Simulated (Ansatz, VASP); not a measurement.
# SiN in VASP and in Ansatz

```
Si N
1.0
     3.06597    0.00000    0.00000
    -1.53298    2.65521    0.00000
     0.00000    0.00000    5.38336
Si N
2 2
Direct
  0.00000 0.00000 0.08964
  0.00000 0.00000 0.58964
  0.33333 0.66667 0.08956
  0.66667 0.33333 0.58956
```

Change from the starting cell: species swapped into the PbS type (P6_3mc, No. 186).

Alike in both runs: functional PBE; k mesh 7 × 7 × 4; occupations gaussian, width 0.2 eV; no spin polarisation.

Ansatz relaxed the structure, and its values are those at the end. VASP's run is a single point on that final structure, the one shown.

```csv
,VASP,Ansatz
version,VASP 6.6.1,Ansatz 0.2.0
potentials or method,"VASP PAW PBE potentials, release 64 (Si, N), cutoff 600 eV","scalar-relativistic, plane waves, PAW"
valence electrons in the cell,18,18
```

VASP gave:

* gap on the k mesh at the Fermi level (eV): none
* pressure (GPa): -0.6

Task: What did Ansatz give for the same quantities?

Result: gap on the k mesh at the Fermi level (eV): none; pressure (GPa): -0.2.

A gap of «none» marks a metal or a gap that the smearing closes.
